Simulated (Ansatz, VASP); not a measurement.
Two plane-wave programs on Co

The input INCAR:

```
PREC     = Accurate       # precision mode
ENCUT    = 690            # plane-wave cutoff, eV
EDIFF    = 1E-6           # SCF threshold, eV
ISMEAR   = 0              # smearing method
SIGMA    = 0.1            # smearing width, eV
LREAL    = False          # projectors in reciprocal space
LASPH    = True           # aspherical terms in the spheres
NELM     = 200            # most SCF steps
ALGO     = Normal         # electronic algorithm
ISIF     = 2              # what is computed and relaxed
LWAVE    = False          # write WAVECAR
LCHARG   = True           # write CHGCAR
ISPIN    = 2              # spin polarisation
MAGMOM   = 3 3 3 3        # initial moments
LORBIT   = 11             # projections on sites
LMAXMIX  = 4              # l up to which the mixer works
GGA      = PS             # functional
LELF     = True           # ELF
LVHAR    = True         
NBANDS   = 46             # bands
GGA_COMPAT= False
```

File KPOINTS:

```
regular mesh
0
Gamma
  12 12 2
```

Contents of POSCAR:

```
Co
1.0
    2.4683240452      0.0000000000      0.0000000000
   -1.2341620226      2.1376313279      0.0000000000
    0.0000000000      0.0000000000      8.0515642481
Co
4
Direct
    0.0000000000      0.0000000000      0.0000000000
    0.3333333333      0.6666666667      0.2500000000
    0.0000000000      0.0000000000      0.5000000000
    0.6666666667      0.3333333333      0.7500000000
```

Input for Ansatz:

```yaml
crystal:
  lattice:
    - [2.4683240452, 0.0, 0.0]
    - [-1.2341620226, 2.1376313279, 0.0]
    - [0.0, 0.0, 8.0515642481]
  atoms:
    - { symbol: Co, position: [0.0, 0.0, 0.0], spin: 3.0 }
    - { symbol: Co, position: [0.3333333333, 0.6666666667, 0.25], spin: 3.0 }
    - { symbol: Co, position: [0.0, 0.0, 0.5], spin: 3.0 }
    - { symbol: Co, position: [0.6666666667, 0.3333333333, 0.75], spin: 3.0 }
basis:
  ecutwfc: 420
kpoints:
  mp_grid: { grid: [12, 12, 2] }
hamiltonian:
  xc: pbesol
scf:
  occupations: { method: gaussian, width: 0.1 }
  lower_state_search: "off"
output:
  forces: true
  stress: true
  eigenvalues: true
  populations: true
magnetization:
  spin_polarized: true
```

Alike in both runs: task single point; functional PBEsol; k mesh 12 × 12 × 2; occupations gaussian, width 0.1 eV; collinear spin.

|  | VASP | Ansatz |
| --- | --- | --- |
| version | VASP 6.6.1 | Ansatz 0.2.0 |
| potentials or method | VASP PAW PBE potentials, release 64 (Co_sv), cutoff 690 eV | scalar-relativistic, plane waves, PAW |
| valence electrons in the cell | 68 | 68 |

```csv
,VASP,Ansatz,Ansatz less VASP
gap on the k mesh at the Fermi level (eV),none,none,-
pressure (GPa),-4.6,-3.5,+1.16
"traceless stress, the component that is largest in VASP (GPa)",-1.94,-1.92,+0.021
net moment per atom (μB),1.69,1.69,+0.002
size of the moment on the site where the two differ most (μB),1.73,1.74,+0.012
```

VASP's potentials were made for PBE, not for PBEsol. Site moments also hang on the region over which each program counts them. A gap of «none» marks a metal or a gap that the smearing closes.

The k mesh is coarse, so the values compare programs but aren't converged.
